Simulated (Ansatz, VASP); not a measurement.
**NiMoIrPdW: VASP beside Ansatz**

Contents of INCAR:

```
PREC     = Accurate       # precision mode
ENCUT    = 520            # plane-wave cutoff, eV
EDIFF    = 1E-6           # SCF threshold, eV
ISMEAR   = 0              # smearing method
SIGMA    = 0.1            # smearing width, eV
LREAL    = False          # projectors in reciprocal space
LASPH    = True           # aspherical terms in the spheres
NELM     = 80             # most SCF steps
ALGO     = Normal         # electronic algorithm
ISIF     = 2              # what is computed and relaxed
LWAVE    = False          # write WAVECAR
LCHARG   = False          # write CHGCAR
GGA      = PE             # functional
NBANDS   = 68             # bands
```

KPOINTS

```
Automatic mesh
0
Gamma
  6 6 1
```

The input POSCAR:

```
NiMoIrPdW
1.0
    2.7708540198      0.0000000000      0.0000000000
   -1.3854270099      2.3996299714      0.0000000000
    0.0000000000      0.0000000000     22.0196110000
Ni Mo Pd Ir W
2 2 2 2 2
Direct
    0.3333333333      0.6666666667      0.8508140000
    0.6666666667      0.3333333333      0.1491860000
    0.6666666667      0.3333333333      0.7605900000
    0.3333333333      0.6666666667      0.2394100000
    0.3333333333      0.6666666667      0.0532900000
    0.6666666667      0.3333333333      0.9467100000
    0.3333333333      0.6666666667      0.6582720000
    0.6666666667      0.3333333333      0.3417280000
    0.3333333333      0.6666666667      0.4441780000
    0.6666666667      0.3333333333      0.5558220000
```

Input for Ansatz:

```yaml
crystal:
  lattice:
    - [2.7708540198, 0.0, 0.0]
    - [-1.3854270099, 2.3996299714, 0.0]
    - [0.0, 0.0, 22.019611]
  atoms:
    - { symbol: Ni, position: [0.3333333333, 0.6666666667, 0.850814] }
    - { symbol: Ni, position: [0.6666666667, 0.3333333333, 0.149186] }
    - { symbol: Mo, position: [0.6666666667, 0.3333333333, 0.76059] }
    - { symbol: Mo, position: [0.3333333333, 0.6666666667, 0.23941] }
    - { symbol: Pd, position: [0.3333333333, 0.6666666667, 0.05329] }
    - { symbol: Pd, position: [0.6666666667, 0.3333333333, 0.94671] }
    - { symbol: Ir, position: [0.3333333333, 0.6666666667, 0.658272] }
    - { symbol: Ir, position: [0.6666666667, 0.3333333333, 0.341728] }
    - { symbol: W, position: [0.3333333333, 0.6666666667, 0.444178] }
    - { symbol: W, position: [0.6666666667, 0.3333333333, 0.555822] }
basis:
  ecutwfc: 420
kpoints:
  mp_grid: { grid: [6, 6, 1] }
hamiltonian:
  xc: pbe
scf:
  occupations: { method: gaussian, width: 0.1 }
  lower_state_search: "off"
output:
  forces: true
  stress: true
  eigenvalues: true
```

Alike in both runs: task single point; functional PBE; k mesh 6 × 6 × 1; occupations gaussian, width 0.1 eV; no spin polarisation.

|  | VASP | Ansatz |
| --- | --- | --- |
| version | VASP 6.6.1 | Ansatz 0.2.0 |
| potentials or method | VASP PAW PBE potentials, release 64 (Ni, Mo_sv, Pd, Ir, W_sv), cutoff 520 eV | scalar-relativistic, plane waves, PAW |
| valence electrons in the cell | 114 | 162 |

VASP gave:

```
gap on the k mesh at the Fermi level (eV)                     : none
pressure (GPa)                                                : 0.3
traceless stress, the component that is largest in VASP (GPa) : -1.03
rms of the force components (eV/Å)                            : 0.127
```

**Question.** What did Ansatz give for the same quantities?

**Answer.** gap on the k mesh at the Fermi level (eV): none; pressure (GPa): 0.0; traceless stress, the component that is largest in VASP (GPa): -0.96; rms of the force components (eV/Å): 0.130.

Atom by atom the forces differ by 0.009 eV/Å (rms over components). A gap of «none» marks a metal or a gap that the smearing closes. VASP's potentials hold 114 valence electrons a cell and Ansatz's 162, so a difference there can come from the potentials and not from the codes.

The k mesh is coarse, so the values compare programs but aren't converged. Neither program's run includes spin-orbit coupling.
